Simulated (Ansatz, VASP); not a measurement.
## TaVN2 in VASP and in Ansatz

Contents of INCAR:

```
PREC = Accurate
ENCUT = 520
EDIFF = 1E-6
ISMEAR = -1
SIGMA = 0.05
LREAL = F
LASPH = T
NELM = 150
ALGO = Normal
ISIF = 2
LWAVE = F
LCHARG = T
ISPIN = 2
MAGMOM = 0 2 0 0
LORBIT = 11
NUPDOWN = 2.0
LMAXMIX = 4
GGA = PS
LELF = T
LVHAR = T
NBANDS = 29
```

File KPOINTS:

```
Automatic mesh
0
Gamma
  7 7 5
```

POSCAR

```
TaVN2
1.0
    3.0498670000      0.0000000000      0.0000000000
    0.0000000000      3.0498670000      0.0000000000
    0.0000000000      0.0000000000      4.2960620000
Ta V N
1 1 2
Direct
    0.0000000000      0.0000000000      0.0000000000
    0.5000000000      0.5000000000      0.5000000000
    0.5000000000      0.5000000000      0.0000000000
    0.0000000000      0.0000000000      0.5000000000
```

The input input.yaml:

```yaml
crystal:
  lattice:
    - [3.049867, 0.0, 0.0]
    - [0.0, 3.049867, 0.0]
    - [0.0, 0.0, 4.296062]
  atoms:
    - { symbol: Ta, position: [0.0, 0.0, 0.0] }
    - { symbol: V, position: [0.5, 0.5, 0.5], spin: 2.0 }
    - { symbol: "N", position: [0.5, 0.5, 0.0] }
    - { symbol: "N", position: [0.0, 0.0, 0.5] }
hamiltonian:
  xc: pbesol
  pseudopotentials: { kind: paw }
magnetization:
  spin_polarized: true
  initial_magnetization: 2.0
  spin_locking: { lock_magnetization: hard }
kpoints:
  mp_grid: { grid: [7, 7, 5] }
scf:
  occupations: { method: fermi_dirac, width: 0.05 }
  lower_state_search: "off"
output:
  forces: true
  stress: true
  eigenvalues: true
```

Alike in both runs: task single point; functional PBEsol; k mesh 7 × 7 × 5; occupations fermi-dirac, width 0.05 eV; collinear spin; fixed moment 2 μB.

|  | VASP | Ansatz |
| --- | --- | --- |
| version | VASP 6.6.1 | Ansatz 0.2.0 |
| potentials or method | VASP PAW PBE potentials, release 64 (Ta_pv, V_sv, N) | Ansatz PAW |
| plane-wave cutoff (eV) | 520 | 420 |
| valence electrons in the cell | 34 | 36 |

Ansatz gave:

| Item | Value |
| --- | --- |
| pressure (GPa) | -6.6 |
| traceless stress, the component that is largest in VASP (GPa) | -2.86 |
| net moment per atom (μB) | 0.50 |
| size of the moment on the site where the two differ most (μB) | 1.39 |

Which values does VASP return?

Pressure (GPa): -5.9; traceless stress, the component that is largest in VASP (GPa): -2.83; net moment per atom (μB): 0.50; size of the moment on the site where the two differ most (μB): 1.63.

VASP's potentials were made for PBE, not for PBEsol. Site moments also hang on the region over which each program counts them. With one functional, cell and mesh, what is left measures potentials, basis and numerics. VASP's potentials hold 34 valence electrons a cell and Ansatz's 36, so a difference there can come from the potentials and not from the codes.

Neither program's run includes spin-orbit coupling.
